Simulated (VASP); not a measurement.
A run of VASP 6.6.1:

File INCAR:

```
SYSTEM = Na2S
PREC = Accurate
ENCUT = 500
EDIFF = 1E-6
ISMEAR = 0
SIGMA = 0.01
LREAL = .False.
LASPH = .True.
NELM = 120
ALGO = Normal
ISIF = 2
LWAVE = .False.
LCHARG = .False.
GGA = PE
NBANDS = 17
GGA_COMPAT = .False.
```

Contents of KPOINTS:

```
Automatic mesh
0
Gamma
  4 4 4
  0 0 0
```

POSCAR

```
Na2S
1.0
    0.0000000000      3.2554286337      3.2554286337
    3.2554286337      0.0000000000      3.2554286337
    3.2554286337      3.2554286337      0.0000000000
Na S
2 1
Direct
    0.2500000000      0.2500000000      0.2500000000
    0.7500000000      0.7500000000      0.7500000000
    0.0000000000      0.0000000000      0.0000000000
```

Potentials or basis: VASP PAW PBE potentials, release 64 (Na_pv, S).

Launch:

```sh
$ cat potpaw_PBE.64/Na_pv/POTCAR potpaw_PBE.64/S/POTCAR > POTCAR
$ mpirun -np 1 vasp_std > vasp.out
```

Hardware: 1 thread of Intel(R) Xeon(R) Platinum 8488C (Sapphire Rapids) (shared host).

Q: Estimate the wall time of this run.

A: Run time: 17 s on 1 thread of Intel(R) Xeon(R) Platinum 8488C (Sapphire Rapids), on a shared host, peak memory 0.19 GiB. Counts: scf iterations 14, k points 8.
